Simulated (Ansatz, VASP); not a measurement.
# One calculation of CaI3, two programs

```
Ca I
1.0
     4.47766    0.00000    0.00000
     0.00000    4.47766    0.00000
     0.00000    0.00000   10.65366
Ca I
1 3
Cartesian
  0.0000 0.0000 5.3268
  0.0000 0.0000 8.3639
  0.0000 0.0000 2.2898
  2.2388 2.2388 5.3268
```

Alike in both runs: functional PBE; k mesh 10 × 10 × 6; occupations gaussian, width 0.1 eV; no spin polarisation.

Ansatz relaxed the structure, and its values are those at the end. VASP's run is a single point on that final structure, the one shown.

|  | VASP | Ansatz |
| --- | --- | --- |
| version | VASP 6.6.1 | Ansatz 0.2.0 |
| potentials or method | VASP PAW PBE potentials, release 64 (Ca_sv, I), cutoff 520 eV | scalar-relativistic, plane waves, PAW |
| valence electrons in the cell | 31 | 61 |

```tsv
	VASP	Ansatz	Ansatz less VASP
gap on the k mesh at the Fermi level (eV)	none	none	-
pressure (GPa)	0.0	0.0	-0.03
rms of the force components (eV/Å)	0.005	0.000	-0.0046
```

A gap of «none» marks a metal or a gap that the smearing closes. VASP's potentials hold 31 valence electrons a cell and Ansatz's 61, so a difference there can come from the potentials and not from the codes.

Neither program's run includes spin-orbit coupling.
